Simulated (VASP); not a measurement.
A run of VASP 6.6.1 is set up as follows.

File POSCAR:

```
SiW3
1.0
   -2.5891531054      2.6020988709      2.6020988709
    2.5891531054     -2.5762073399      2.5762073399
    2.5891531054      2.5762073399     -2.5762073399
Si W
1 3
Direct
    0.0000000000      0.0000000000      0.0000000000
    0.5000000000      0.5000000000      0.0000000000
    0.5000000000      0.0000000000      0.5000000000
    0.0000000000      0.5000000000      0.5000000000
```

Contents of INCAR.step1:

```
SYSTEM = SiW3
PREC = Accurate ; ENCUT = 520
ISMEAR = 0 ; SIGMA = 0.15
LREAL = .FALSE. ; LASPH = .TRUE.
NELM = 100 ; NBANDS = 31
GGA = PE ; ALGO = Normal
EDIFF = 1E-4 ; LWAVE = .TRUE.
LCHARG = .FALSE. ; KPAR = 4
```

Contents of INCAR.step2:

```
SYSTEM = SiW3
PREC = Accurate ; ENCUT = 520
EDIFF = 1E-7 ; ISMEAR = 0
SIGMA = 0.15 ; LREAL = .FALSE.
LASPH = .TRUE. ; NELM = 100
ALGO = Normal ; ISIF = 2
LWAVE = .FALSE. ; LCHARG = .FALSE.
METAGGA = R2SCAN ; LMIXTAU = .TRUE.
NBANDS = 31 ; ISTART = 1
KPAR = 4
```

File KPOINTS:

```
Automatic mesh
0
G
  14 14 14
  0 0 0
```

Potentials or basis: VASP PAW PBE potentials, release 64 (Si, W_sv).

The run is started by

```sh
$ cat potpaw_PBE.64/Si/POTCAR potpaw_PBE.64/W_sv/POTCAR > POTCAR
$ cp INCAR.step1 INCAR
$ mpirun -np 4 vasp_std > vasp.out
$ cp INCAR.step2 INCAR
$ mpirun -np 4 vasp_std > vasp.out
```

(1) What does it give for the pressure?

(2) What does it give for the band gap on the k mesh?

Answers

(1) 0.8 GPa.

(2) zero (bands 23 and 24 overlap by 1.92 eV).

Caveat: the cell differs from its parent crystal (strain +0.0100 x Voigt [0, 0, 0, 1, 0, 0]); the PAW data sets were made with another functional, which shifts forces and pressure a little; spin-orbit coupling is left out, which moves the levels of the heavy elements.
